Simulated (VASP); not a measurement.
Cs2RbInF6, 10 atoms in the cell. Symmetry: I-42m, No. 121, tetragonal system. The conventional cell has a = 6.672 Å, b = 6.672 Å, c = 9.435 Å, α = 90.00°, β = 90.00°, γ = 90.00°. Cs (site symmetry -4) has 12 F at 3.19 to 3.51 Å and 4 In at 4.09 Å and 4 Rb at 4.09 Å within 4.2 Å. Rb (site symmetry -42m) has 6 F at 2.63 to 2.64 Å within 3.5 Å. In (site symmetry -42m) has 6 F at 2.08 to 2.09 Å within 2.8 Å. F (site symmetry m) has 1 In at 2.09 Å and 1 Rb at 2.64 Å and 1 F at 2.79 Å within 2.8 Å. Within 2.8 Å of F (site symmetry 2mm) lie 1 In at 2.08 Å and 1 Rb at 2.63 Å and 2 F at 2.79 Å.  This cell differs from its parent crystal: mode 13 (91.2 1/cm) frozen in, largest displacement +0.225 Å.

| Item | Value |
| --- | --- |
| Program | VASP 6.6.1 |
| Task | single point |
| Functional | PBEsol |
| Potentials or basis | VASP PAW PBE potentials, release 64 (Cs_sv, Rb_sv, In_d, F) |
| Cutoff | 520 eV |
| k mesh | 4 × 4 × 4 |
| Occupations | gaussian, width 0.05 eV |
| Spin | no spin polarisation |
| Dipole correction | no |
| Further INCAR settings | ALGO = Normal; EDIFF = 1e-07; NBANDS = 52 |

Potentials or basis: VASP PAW PBE potentials, release 64 (Cs_sv, Rb_sv, In_d, F).

Run with:

```console
$ cat potpaw_PBE.64/Cs_sv/POTCAR potpaw_PBE.64/Rb_sv/POTCAR potpaw_PBE.64/In_d/POTCAR potpaw_PBE.64/F/POTCAR > POTCAR
$ mpirun -np 1 vasp_std > vasp.out
```

Hardware: 1 thread of Oxide Virtual Turin-like Processor (shared host).

Q: Estimate the wall time of this run.

A: Run time: 4.6 min on 1 thread of Oxide Virtual Turin-like Processor, with other jobs on the host, peak memory 0.39 GiB. Counts: scf iterations 16, k points 13.
